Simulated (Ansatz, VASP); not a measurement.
# TiB2: VASP beside Ansatz

Contents of INCAR:

```
ALGO = Normal ; EDIFF = 1E-6
ENCUT = 500 ; GGA = PS
GGA_COMPAT = False ; ISIF = 2
ISMEAR = -1 ; LASPH = True
LCHARG = False ; LREAL = False
LWAVE = False ; NBANDS = 16
NELM = 120 ; PREC = Accurate
SIGMA = 0.1
```

File KPOINTS:

```
k-points
0
Gamma
  11 11 9
```

File POSCAR:

```
TiB2
1.0
    3.0292000000      0.0000000000      0.0000000000
   -1.5146000000      2.6233641500      0.0000000000
    0.0000000000      0.0000000000      3.2284000000
Ti B
1 2
Direct
    0.0000000000      0.0000000000      0.0000000000
    0.3333333346      0.6666666692      0.5000000000
    0.6666666673      0.3333333346      0.5000000000
```

Input for Ansatz:

```yaml
crystal:
  lattice:
    - [3.0292, 0.0, 0.0]
    - [-1.5146, 2.62336415, 0.0]
    - [0.0, 0.0, 3.2284]
  atoms:
    - { symbol: Ti, position: [0.0, 0.0, 0.0] }
    - { symbol: B, position: [0.33333333460396647, 0.6666666692079329, 0.5] }
    - { symbol: B, position: [0.6666666673019832, 0.33333333460396647, 0.5] }
kpoints:
  mp_grid:
    grid: [11, 11, 9]
    shift: [0.0, 0.0, 0.0]
hamiltonian:
  xc: pbesol
  pseudopotentials:
    kind: paw
scf:
  n_extra_bands: 12
  occupations:
    method: fermi_dirac
    width: 0.1
output:
  forces: true
  stress: true
  eigenvalues: true
```

Alike in both runs: task single point; functional PBEsol; k mesh 11 × 11 × 9; occupations fermi-dirac, width 0.1 eV; no spin polarisation.

|  | VASP | Ansatz |
| --- | --- | --- |
| version | VASP 6.6.1 | Ansatz 0.2.0 |
| potentials or method | VASP PAW PBE potentials, release 64 (Ti_sv, B) | plane waves, PAW |
| plane-wave cutoff (eV) | 500 | 420 |
| valence electrons in the cell | 18 | 18 |

VASP gave:

* gap on the k mesh at the Fermi level (eV): none
* pressure (GPa): -4.7
* traceless stress, the component that is largest in VASP (GPa): -1.93

Task: What did Ansatz give for the same quantities?

Result: gap on the k mesh at the Fermi level (eV): none; pressure (GPa): -5.1; traceless stress, the component that is largest in VASP (GPa): -1.86.

VASP's potentials were made for PBE, not for PBEsol. A gap of «none» marks a metal or a gap that the smearing closes.
